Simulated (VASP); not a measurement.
Wanted: the native input for a VASP 6.6.1 run.

| Quantity | Value |
| --- | --- |
| Task | relaxation of cell and atoms |
| Functional | PBE |
| Potentials or basis | VASP PAW PBE potentials, release 64 (Zr_sv, F) |
| Cutoff | 600 eV |
| k mesh | 12 × 12 × 4 |
| Occupations | gaussian, width 0.1 eV |
| Spin | no spin polarisation |
| Dipole correction | no |
| Further INCAR settings | ALGO = Normal; EDIFF = 1e-07; IBRION = 2; EDIFFG = -0.01; NSW = 100; ISIF = 3 |

The structure of Zr5F lies in POSCAR:

```
Zr5F
1.0
    3.1722545989      0.0000000000      0.0000000000
   -1.5861272994      2.7472530699      0.0000000000
    0.0000000000      0.0000000000     14.0790229842
Zr F
5 1
Direct
    0.6666666667      0.3333333333      0.8709413789
    0.3333333333      0.6666666667      0.6881342364
    0.6666666667      0.3333333333      0.5000000000
    0.3333333333      0.6666666667      0.3118657636
    0.6666666667      0.3333333333      0.1290586211
    0.3333333333      0.6666666667      0.0000000000
```

The cell was generated, and may not be a known phase.

One way to write it, as run:

INCAR

```
SYSTEM = Zr5F
PREC = Accurate ; ENCUT = 600
EDIFF = 1E-7 ; ISMEAR = 0
SIGMA = 0.1 ; LREAL = .False.
LASPH = .True. ; NELM = 120
ALGO = Normal ; ISIF = 3
LWAVE = .False. ; LCHARG = .False.
GGA = PE ; IBRION = 2
NSW = 100 ; EDIFFG = -0.01
GGA_COMPAT = .False. ; NELMIN = 4
```

KPOINTS

```
regular mesh
0
Gamma
  12 12 4
  0 0 0
```

Potentials or basis: VASP PAW PBE potentials, release 64 (Zr_sv, F).

Launch:

```bash
$ cat potpaw_PBE.64/Zr_sv/POTCAR potpaw_PBE.64/F/POTCAR > POTCAR
$ mpirun -np 1 vasp_std > vasp.out
```

Results of the run:

```
Relaxed volume                        : 20.54 Å³/atom
Relaxed cell                          : a = 3.195 Å, b = 3.195 Å, c = 13.939 Å, α = 90.00°, β = 90.00°, γ = 120.00°
Space group after relaxing (to 0.1 Å) : P-6m2 (No. 187)
Energy gained by relaxing             : 1.4 meV/atom
Ionic steps                           : 7
Pressure after relaxing               : 0.0 GPa
Largest force after relaxing          : 0.010 eV/Å
Band gap on the k mesh                : zero (an odd number of electrons rules out a gap without spin polarisation)
```

It took 62 min on 1 thread of Oxide Virtual Turin-like Processor, with other jobs on the host, peak memory 0.43 GiB.
